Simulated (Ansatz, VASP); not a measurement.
Ca: VASP beside Ansatz

The input INCAR:

```
PREC = Accurate ; ENCUT = 520
EDIFF = 1E-6 ; ISMEAR = -1
SIGMA = 0.1 ; LREAL = F
LASPH = T ; NELM = 100
ALGO = Normal ; ISIF = 2
LWAVE = F ; LCHARG = T
LELF = T ; LVHAR = T
NBANDS = 11
```

Contents of KPOINTS:

```
Automatic mesh
0
Gamma
  11 11 11
```

The input POSCAR:

```
Ca
1.0
    3.3234686859      0.0000000000      0.0000000000
    0.0000000000      3.3234686859      0.0000000000
    0.0000000000      0.0000000000      3.3234686859
Ca
1
Direct
    0.0000000000      0.0000000000      0.0000000000
```

Input for Ansatz:

```yaml
crystal:
  lattice:
    - [3.3234686859, 0.0, 0.0]
    - [0.0, 3.3234686859, 0.0]
    - [0.0, 0.0, 3.3234686859]
  atoms:
    - { symbol: Ca, position: [0.0, 0.0, 0.0] }
hamiltonian:
  xc: lda
  pseudopotentials:
    kind: paw
    azcp:
      Ca: "pseudopotentials/Ca.paw.azcp"
basis:
  ecutwfc: 420
  fft_grid_basis: typed
kpoints:
  mp_grid: { grid: [11, 11, 11], shift: [0, 0, 0] }
magnetization:
  spin_polarized: false
scf:
  occupations: { method: fermi_dirac, width: 0.1 }
  lower_state_search: "off"
output:
  stress: true
```

Alike in both runs: task single point; functional LDA; k mesh 11 × 11 × 11; occupations fermi-dirac, width 0.1 eV; no spin polarisation.

|  | VASP | Ansatz |
| --- | --- | --- |
| version | VASP 6.6.1 | Ansatz 0.2.0 |
| potentials or method | VASP PAW LDA potentials, release 64 (Ca_sv), cutoff 520 eV | plane waves (420 eV) with PAW, scalar-relativistic |
| valence electrons in the cell | 10 | 10 |

```tsv
	VASP	Ansatz	Ansatz less VASP
pressure (GPa)	0.5	0.6	+0.02
```

Ansatz warns that its potentials were made for another functional, while VASP's fit it. LDA's correlation is that of Perdew and Zunger in VASP and of Perdew and Wang (1992) in Ansatz.
